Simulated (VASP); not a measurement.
# HfB2 (P6/mmm) in VASP: notebook

Runs on HfB2. Level: PBE+U. Tasks: relaxation of cell and atoms.

All numbers are computed with VASP 6.6.1; they aren't measurements. Logs are shortened: lines on timing, memory, paths and dates and some standing lists are left out, and cuts for length are marked.

## 1. The cell of the first run

It takes space group P6/mmm (No. 191, hexagonal). Conventional cell: a = 3.140 Å, b = 3.140 Å, c = 3.480 Å, α = 90.00°, β = 90.00°, γ = 120.00°. Within 3.3 Å of Hf (site symmetry 6/mmm) lie 12 B at 2.51 Å and 6 Hf at 3.14 Å. B (site symmetry -6m2) has 3 B at 1.81 Å within 2.4 Å.

## 2. Relaxation of cell and atoms, PBE+U

Input file INCAR:

```
PREC = Accurate
ENCUT = 600
EDIFF = 1E-6
ISMEAR = -1
SIGMA = 0.05
LREAL = False
LASPH = True
NELM = 150
ALGO = Normal
ISIF = 3
LWAVE = False
LCHARG = False
LMAXMIX = 4
LDAU = True
LDAUTYPE = 2
LDAUL = 2 -1
LDAUU = 1 0
LDAUJ = 0 0
LDAUPRINT = 1
GGA = PE
IBRION = 2
NSW = 60
EDIFFG = -0.01
```

Input file KPOINTS:

```
regular mesh
0
Gamma
  10 10 8
```

Input file POSCAR:

```
HfB2
1.0
    3.1400000000      0.0000000000      0.0000000000
   -1.5700000000      2.7193197679      0.0000000000
    0.0000000000      0.0000000000      3.4800000000
Hf B
1 2
Direct
    0.0000000000      0.0000000000      0.0000000000
    0.6666666667      0.3333333333      0.5000000000
    0.3333333333      0.6666666667      0.5000000000
```

Potentials or basis: VASP PAW PBE potentials, release 64 (Hf_pv, B).

Command:

```
$ cat potpaw_PBE.64/Hf_pv/POTCAR potpaw_PBE.64/B/POTCAR > POTCAR
$ mpirun -np 1 vasp_std > vasp.out
```

OUTCAR:

```text
PREC = Accurate
   ENCUT = 600
   EDIFF = 1E-6
   ISMEAR = -1
   LREAL = False
   LASPH = True
   NELM = 150
   ISIF = 3
   GGA = PE
   IBRION = 2
   NSW = 60
   EDIFFG = -0.01

 ion  position               nearest neighbor table
   1  0.000  0.000  0.000-   2 2.51   3 2.51   2 2.51   3 2.51   2 2.51   2 2.51   3 2.51   3 2.51
                             2 2.51   2 2.51   3 2.51   3 2.51
   2  0.667  0.333  0.500-   3 1.81   3 1.81   3 1.81   1 2.51   1 2.51   1 2.51   1 2.51   1 2.51
                             1 2.51
   3  0.333  0.667  0.500-   2 1.81   2 1.81   2 1.81   1 2.51   1 2.51   1 2.51   1 2.51   1 2.51
                             1 2.51

  LATTYP: Found a hexagonal cell.
 ALAT       =     3.1400000000
 C/A-ratio  =     1.1082802548

  Lattice vectors:

 A1 = (   3.1400000000,   0.0000000000,   0.0000000000)
 A2 = (  -1.5700000000,   2.7193197679,   0.0000000000)
 A3 = (   0.0000000000,   0.0000000000,   3.4800000000)

Analysis of symmetry for initial positions (statically):
=====================================================================
 Subroutine PRICEL returns:
 Original cell was already a primitive cell.

 Routine SETGRP: Setting up the symmetry group for a
 hexagonal supercell.

 Subroutine GETGRP returns: Found 24 space group operations
 (whereof 24 operations were pure point group operations)
 out of a pool of 24 trial point group operations.

The static configuration has the point symmetry D_6h.

Analysis of symmetry for dynamics (positions and initial velocities):
=====================================================================
 Subroutine PRICEL returns:
 Original cell was already a primitive cell.

 Routine SETGRP: Setting up the symmetry group for a
 hexagonal supercell.

 Subroutine GETGRP returns: Found 24 space group operations
 (whereof 24 operations were pure point group operations)
 out of a pool of 24 trial point group operations.

The dynamic configuration has the point symmetry D_6h.

 Subroutine INISYM returns: Found 24 space group operations
 (whereof 24 operations are pure point group operations),
 and found     1 'primitive' translations

----------------------------------------------------------------------------------------

                                     Primitive cell

  volume of cell :      29.7146

  direct lattice vectors                    reciprocal lattice vectors
     3.140000000  0.000000000  0.000000000     0.318471338  0.183869512  0.000000000
    -1.570000000  2.719319768  0.000000000     0.000000000  0.367739025  0.000000000
     0.000000000  0.000000000  3.480000000     0.000000000  0.000000000  0.287356322

  length of vectors
     3.140000000  3.140000000  3.480000000     0.367739025  0.367739025  0.287356322

  position of ions in fractional coordinates (direct lattice)
     0.000000000  0.000000000  0.000000000
     0.666666667  0.333333333  0.500000000
     0.333333333  0.666666667  0.500000000

  ion indices of the primitive-cell ions
   primitive index   ion index
                 1           1
                 2           2
                 3           3

----------------------------------------------------------------------------------------

 KPOINTS: regular mesh

Automatic generation of k-mesh.
 Grid dimensions read from file:
 generate k-points for:   10   10    8

 Generating k-lattice:

  Cartesian coordinates                     Fractional coordinates (reciprocal lattice)
     0.031847134  0.018386951  0.000000000     0.100000000  0.000000000  0.000000000
     0.000000000  0.036773902  0.000000000     0.000000000  0.100000000  0.000000000
     0.000000000  0.000000000  0.035919540     0.000000000  0.000000000  0.125000000

  Length of vectors
     0.036773902  0.036773902  0.035919540

  Shift w.r.t. Gamma in fractional coordinates (k-lattice)
[... 65 lines left out ...]
   EMIN   =  10.00;   EMAX   =-10.00  energy-range for DOS
   EFERMI =   0.00;   METHOD = LEGACY
   ISMEAR =    -1;   SIGMA  =   0.05  broadening in eV -4-tet -1-fermi 0-gaus
   EFERMI_NEDOS =   21; number of points for ismear=-14 and -15
   IALGO  =     38    algorithm
   IMIX   =      4    mixing-type and parameters
     AMIX     =   0.40;   BMIX     =  1.00
     AMIX_MAG =   1.60;   BMIX_MAG =  1.00
  volume/ion in A,a.u.               =       9.90        66.84
  Fermi-wavevector in a.u.,A,eV,Ry     =   1.331860  2.516850 24.134693  1.773850
  Thomas-Fermi vector in A             =   2.460838
   LORBIT       =      0    0 simple, 1 ext, 2 COOP (PROOUT), +10 PAW based schemes
 LDA+U is selected, type is set to LDAUTYPE =  2
   angular momentum for each species LDAUL =     2   -1
   U (eV)           for each species LDAUU =   1.0  0.0
   J (eV)           for each species LDAUJ =   0.0  0.0
   GGA     = PE    functional components
   LHFCALC =     F    Hartree Fock is set to
   AEXX    =    0.0000 exact exchange contribution
   IVDW    =     0    specifies the selected vdW correction
   LEPSILON=     F    determine dielectric tensor
   LRPA    =     F    only Hartree local field effects (RPA)
 conjugate gradient relaxation of ions
 non-spin polarized calculation
  energy-cutoff  :      600.00
  volume of cell :       29.71
 maximum number of plane-waves:      1010
 NGX is ok and might be reduce to    28
   NGX = 13   NGY = 13   NGZ = 13

--------------------------------------- Ionic step        1  -------------------------------------------

 number of electron      15.9999999 magnetization

 Free energy of the ion-electron system (eV)
  ---------------------------------------------------
  ext. energy  EPLUGINS =         0.00000000
  ---------------------------------------------------
  free energy    TOTEN  =       -25.64408603 eV

  energy without entropy =      -25.64149575  energy(sigma->0) =      -25.64279089

------------------------ aborting loop because EDIFF is reached ----------------------------------------

  FORCE on cell =-STRESS in cart. coord.  units (eV):
  Direction    XX          YY          ZZ          XY          YZ          ZX
  --------------------------------------------------------------------------------------
  -------------------------------------------------------------------------------------
  Total        0.6072845      0.6072845      0.9233183      0.0000000     -0.0000000      0.0000000
  in kB       32.7441416     32.7441416     49.7843506      0.0000000     -0.0000000      0.0000000
  external PRESSURE =      38.4242113 kB  Pullay stress =       0.0000000 kB
[... 92 lines left out ...]
  FREE ENERGIE OF THE ION-ELECTRON SYSTEM (eV)
  ---------------------------------------------------
  free  energy   TOTEN  =       -25.6498532465 eV

  energy  without entropy=      -25.6472715368  energy(sigma->0) =      -25.64856239

atom =   1  type =  1  l = 2

 onsite density matrix

spin component  1

  0.1901 -0.0000  0.0000  0.0000  0.0000
 -0.0000  0.1820 -0.0000 -0.0000  0.0000
  0.0000 -0.0000  0.1639 -0.0000  0.0000
  0.0000 -0.0000 -0.0000  0.1820 -0.0000
  0.0000  0.0000  0.0000 -0.0000  0.1901

spin component  2

  0.1901 -0.0000  0.0000  0.0000  0.0000
 -0.0000  0.1820 -0.0000 -0.0000  0.0000
  0.0000 -0.0000  0.1639 -0.0000  0.0000
  0.0000 -0.0000 -0.0000  0.1820 -0.0000
  0.0000  0.0000  0.0000 -0.0000  0.1901

 occupancies and eigenvectors

  o =  0.1639  v =  0.0000  0.0000 -1.0000 -0.0000  0.0000  0.0000  0.0000  0.0000  0.0000  0.0000      0.0000  0.0000  0.0000  0.0000  0.0000  0.0000  0.0000  0.0000  0.0000  0.0000
  o =  0.1639  v =  0.0000  0.0000  0.0000  0.0000  0.0000  0.0000  0.0000 -1.0000 -0.0000  0.0000      0.0000  0.0000  0.0000  0.0000  0.0000  0.0000  0.0000  0.0000  0.0000  0.0000
  o =  0.1820  v =  0.0000  0.0000  0.0000 -1.0000 -0.0000  0.0000  0.0000  0.0000  0.0000  0.0000      0.0000  0.0000  0.0000  0.0000  0.0000  0.0000  0.0000  0.0000  0.0000  0.0000
  o =  0.1820  v =  0.0000  0.0000  0.0000  0.0000  0.0000  0.0000  0.0000  0.0000 -1.0000 -0.0000      0.0000  0.0000  0.0000  0.0000  0.0000  0.0000  0.0000  0.0000  0.0000  0.0000
  o =  0.1820  v =  0.0000  1.0000  0.0000  0.0000 -0.0000  0.0000  0.0000  0.0000  0.0000  0.0000      0.0000  0.0000  0.0000  0.0000  0.0000  0.0000  0.0000  0.0000  0.0000  0.0000
  o =  0.1820  v =  0.0000  0.0000  0.0000  0.0000  0.0000  0.0000  1.0000  0.0000  0.0000 -0.0000      0.0000  0.0000  0.0000  0.0000  0.0000  0.0000  0.0000  0.0000  0.0000  0.0000
  o =  0.1901  v = -0.9998  0.0000  0.0000 -0.0000  0.0199  0.0000  0.0000  0.0000  0.0000  0.0000      0.0000  0.0000  0.0000  0.0000  0.0000  0.0000  0.0000  0.0000  0.0000  0.0000
  o =  0.1901  v =  0.0000  0.0000  0.0000  0.0000  0.0000 -0.9998  0.0000  0.0000 -0.0000  0.0199      0.0000  0.0000  0.0000  0.0000  0.0000  0.0000  0.0000  0.0000  0.0000  0.0000
  o =  0.1901  v =  0.0199  0.0000  0.0000 -0.0000  0.9998  0.0000  0.0000  0.0000  0.0000  0.0000      0.0000  0.0000  0.0000  0.0000  0.0000  0.0000  0.0000  0.0000  0.0000  0.0000
  o =  0.1901  v =  0.0000  0.0000  0.0000  0.0000  0.0000  0.0199  0.0000  0.0000 -0.0000  0.9998      0.0000  0.0000  0.0000  0.0000  0.0000  0.0000  0.0000  0.0000  0.0000  0.0000

--------------------------------------- Ionic step        4  -------------------------------------------

 number of electron      16.0000000 magnetization

 Free energy of the ion-electron system (eV)
  ---------------------------------------------------
  ext. energy  EPLUGINS =         0.00000000
  ---------------------------------------------------
  free energy    TOTEN  =       -25.65014925 eV

  energy without entropy =      -25.64760529  energy(sigma->0) =      -25.64887727

 E-fermi :   7.5869     XC(G=0): -12.5246

 val. band max:        7.5264310061   @ k =   0.2000   0.2000   0.1250
 cond. band min:       7.7773495320   @ k =   0.0000   0.0000   0.2500
 fundamental gap:      0.2509185259
 Fermi energy:         7.5869003265

 k-point     1 :       0.0000    0.0000    0.0000
  band No.  band energies     occupation
      1     -23.2506      2.00000
      2     -22.7726      2.00000
      3     -22.7726      2.00000
      4      -6.0814      2.00000
      5       4.6864      2.00000
      6       4.7435      2.00000
      7       4.8339      2.00000
      8       4.8339      2.00000
      9      11.7196      0.00000
     10      11.7196      0.00000
     11      12.2287      0.00000
     12      12.2287      0.00000
[... 331 lines left out ...]
 k-point    24 :       0.4000    0.1000    0.1250
  band No.  band energies     occupation
      1     -23.4547      2.00000
      2     -23.1558      2.00000
      3     -22.9778      2.00000
      4      -2.3015      2.00000
      5      -0.9295      2.00000
      6       3.0283      2.00000
      7       3.8950      2.00000
      8       5.4895      2.00000
      9       8.7657      0.00000
     10      11.7480      0.00000
     11      11.7980      0.00000
     12      13.9269      0.00000

 [... further k-points ...]
[... 5 lines left out ...]
  --------------------------------------------------------------------------------------
  -------------------------------------------------------------------------------------
  Total       -0.0039019     -0.0039019      0.0013460      0.0000000     -0.0000000     -0.0000000
  in kB       -0.2071606     -0.2071606      0.0714607      0.0000000     -0.0000000     -0.0000000
  external PRESSURE =      -0.1142868 kB  Pullay stress =       0.0000000 kB
[... 18 lines left out ...]
  FREE ENERGIE OF THE ION-ELECTRON SYSTEM (eV)
  ---------------------------------------------------
  free  energy   TOTEN  =       -25.6501492540 eV

  energy  without entropy=      -25.6476052898  energy(sigma->0) =      -25.64887727

 reached required accuracy - stopping structural energy minimisation
```

It took 62 s on 1 thread of Intel Xeon Platinum 8259CL at 2.50GHz (Skylake/Cascade Lake), shared host; peak memory 0.19 GiB.

What came out:

```yaml
Free_energy: -25.6501 eV
Relaxed_volume: 10.06 Å³/atom
Relaxed_cell: a = 3.150 Å, b = 3.150 Å, c = 3.512 Å, α = 90.00°, β = 90.00°, γ = 120.00°
Space_group_after_relaxing_to_0.05_Å: P6/mmm (No. 191)
Energy_gained_by_relaxing: 2.0 meV/atom
Ionic_steps: 4
Pressure_after_relaxing: 0.0 GPa
Band_gap_on_the_k_mesh: zero (band 8 reaches 8.34 eV, above the bottom of band 9 at 7.45 eV)
```

Step by step:
| step | energy change (eV) | largest force (eV/Å) | pressure (GPa) | volume (Å³) |
| --- | --- | --- | --- | --- |
| 1 | 0.0000 | 0.0000 | 3.84 | 29.71 |
| 2 | 0.0022 | 0.0000 | -4.55 | 30.75 |
| 3 | -0.0058 | 0.0000 | -0.13 | 30.19 |
| 4 | -0.0061 | 0.0000 | -0.01 | 30.18 |

Final structure:
```
CELL_PARAMETERS angstrom
3.15005 0.00000 0.00000
-1.57502 2.72802 0.00000
0.00000 0.00000 3.51172
ATOMIC_POSITIONS crystal
Hf 0.00000 0.00000 0.00000
B 0.66667 0.33333 0.50000
B 0.33333 0.66667 0.50000
```

Eigenvalues of the final occupation matrices:
```tsv
site	spin	trace	eigenvalues
site 1 d	1	0.91	0.16 0.18 0.18 0.19 0.19
site 1 d	2	0.91	0.16 0.18 0.18 0.19 0.19
```

Caveat: spin-orbit coupling is left out, which moves the levels of the heavy elements; U without spin polarisation on a metal has little footing; the U is typed as a test and isn't derived for this compound.

(Continued in part 2 of 2.)
